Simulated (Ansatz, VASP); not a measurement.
# Two plane-wave programs on Hf3Ta2F

The input INCAR:

```
SYSTEM = Hf3Ta2F
PREC     = Accurate       ! precision mode
ENCUT    = 600            ! plane-wave cutoff, eV
EDIFF    = 1E-7           ! SCF threshold, eV
ISMEAR   = 0              ! smearing method
SIGMA    = 0.1            ! smearing width, eV
LREAL    = .False.        ! projectors in reciprocal space
LASPH    = .True.         ! aspherical terms in the spheres
NELM     = 100            ! most SCF steps
ALGO     = Normal         ! electronic algorithm
ISIF     = 3              ! what is computed and relaxed
LWAVE    = .False.        ! write WAVECAR
LCHARG   = .False.        ! write CHGCAR
GGA      = PE             ! functional
IBRION   = 2              ! ionic algorithm
NSW      = 90             ! ionic steps
EDIFFG   = -0.04          ! ionic threshold
```

The input KPOINTS:

```
regular mesh
0
Gamma
  6 6 4
  0 0 0
```

POSCAR

```
Hf3Ta2F
1.0
    4.8507273656      0.0000000000      0.0000000000
   -2.4253636828      4.2008531254      0.0000000000
    0.0000000000      0.0000000000      5.7328809805
Hf Ta F
3 2 1
Direct
    0.0000000000      0.0000000000      0.0000000000
    0.3333333333      0.6666666667      0.5000000000
    0.3333333333      0.6666666667      0.0000000000
    0.6666666667      0.3333333333      0.7653852625
    0.6666666667      0.3333333333      0.2346147375
    0.0000000000      0.0000000000      0.5000000000
```

Input for Ansatz:

```yaml
crystal:
  lattice:
    - [4.8507273656, 0.0, 0.0]
    - [-2.4253636828, 4.2008531254, 0.0]
    - [0.0, 0.0, 5.7328809805]
  atoms:
    - { symbol: Hf, position: [0.0, 0.0, 0.0] }
    - { symbol: Hf, position: [0.3333333333, 0.6666666667, 0.5] }
    - { symbol: Hf, position: [0.3333333333, 0.6666666667, 0.0] }
    - { symbol: Ta, position: [0.6666666667, 0.3333333333, 0.7653852625] }
    - { symbol: Ta, position: [0.6666666667, 0.3333333333, 0.2346147375] }
    - { symbol: F, position: [0.0, 0.0, 0.5] }
basis:
  ecutwfc: 420
kpoints:
  mp_grid: { grid: [6, 6, 4] }
hamiltonian:
  xc: pbe
scf:
  occupations: { method: gaussian, width: 0.1 }
  lower_state_search: "off"
output:
  forces: true
  stress: true
  eigenvalues: true
relax:
  adjacent_minimum: "off"
  f_tol: 0.04
  max_steps: 70
  cell: { stress_tol: 0.4 }
```

Change from the starting cell: species swapped into the Sr2AlGa3 type (P-6m2, No. 187).

Alike in both runs: task relaxation of cell and atoms; functional PBE; k mesh 6 × 6 × 4; occupations gaussian, width 0.1 eV; no spin polarisation.

|  | VASP | Ansatz |
| --- | --- | --- |
| version | VASP 6.6.1 | Ansatz 0.2.0 |
| potentials or method | VASP PAW PBE potentials, release 64 (Hf_pv, Ta_pv, F), cutoff 600 eV | scalar-relativistic, plane waves, PAW |
| valence electrons in the cell | 59 | 111 |

```tsv
	VASP	Ansatz	Ansatz less VASP
gap on the k mesh at the Fermi level, each at its own relaxed structure (eV)	none	none	-
relaxed volume (Å³/atom)	19.38	19.41	+0.033
relaxed length of the cell vector where the two differ most in proportion (Å)	5.501	5.519	+0.0175
```

A gap of «none» marks a metal or a gap that the smearing closes. VASP's potentials hold 59 valence electrons a cell and Ansatz's 111, so a difference there can come from the potentials and not from the codes.

Spin-orbit coupling is off throughout.
